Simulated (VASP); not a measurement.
Set up this calculation in VASP 6.6.1, as the native input.

```
Task                   : relaxation of cell and atoms
Functional             : PBE
Potentials or basis    : VASP PAW PBE potentials, release 64 (Cd, Te)
Cutoff                 : 600 eV
k mesh                 : 12 × 12 × 8
Occupations            : gaussian, width 0.1 eV
Spin                   : no spin polarisation
Dipole correction      : no
Further INCAR settings : ALGO = Fast; EDIFF = 1e-06; IBRION = 2; EDIFFG = -0.01; NSW = 100; ISIF = 3
```

The structure of Cd2Te lies in POSCAR:

```
Cd2Te
1.0
    4.2606587541      0.0000000000      0.0000000000
   -2.1303293770      3.6898387179      0.0000000000
    0.0000000000      0.0000000000      5.4487509516
Cd Te
2 1
Direct
    0.3333333333      0.6666666667      0.3263497811
    0.6666666667      0.3333333333      0.6736502189
    0.0000000000      0.0000000000      0.0000000000
```

The cell was built from a structure type or drawn by symmetry, and may not be a known phase.

These files were run (other wordings do the same):

INCAR

```
SYSTEM = Cd2Te
PREC     = Accurate       ! precision mode
ENCUT    = 600            ! plane-wave cutoff, eV
EDIFF    = 1E-6           ! SCF threshold, eV
ISMEAR   = 0              ! smearing method
SIGMA    = 0.1            ! smearing width, eV
LREAL    = .False.        ! projectors in reciprocal space
LASPH    = .True.         ! aspherical terms in the spheres
NELM     = 60             ! most SCF steps
ALGO     = Fast           ! electronic algorithm
ISIF     = 3              ! what is computed and relaxed
LWAVE    = .False.        ! write WAVECAR
LCHARG   = .False.        ! write CHGCAR
GGA      = PE             ! functional
IBRION   = 2              ! ionic algorithm
NSW      = 100            ! ionic steps
EDIFFG   = -0.01          ! ionic threshold
```

KPOINTS

```
regular mesh
0
Gamma
  12 12 8
  0 0 0
```

Potentials or basis: VASP PAW PBE potentials, release 64 (Cd, Te).

Run with:

```sh
$ cat potpaw_PBE.64/Cd/POTCAR potpaw_PBE.64/Te/POTCAR > POTCAR
$ mpirun -np 1 vasp_std > vasp.out
```

It gave:

| Property | Result |
| --- | --- |
| Relaxed volume | 28.60 Å³/atom |
| Relaxed cell | a = 4.306 Å, b = 4.306 Å, c = 5.343 Å, α = 90.00°, β = 90.00°, γ = 120.00° |
| Space group after relaxing (to 0.1 Å) | P-3m1 (No. 164) |
| Energy gained by relaxing | 1.3 meV/atom |
| Ionic steps | 7 |
| Pressure after relaxing | 0.0 GPa |
| Largest force after relaxing | 0.004 eV/Å |
| Band gap on the k mesh | zero (bands 15 and 16 overlap by 2.70 eV) |

Caveat: spin-orbit coupling is left out, which moves the levels of the heavy elements.

Run time: 6.2 min on 1 thread of Intel(R) Xeon(R) 6975P-C (Granite Rapids), with other jobs on the host, peak memory 0.44 GiB.
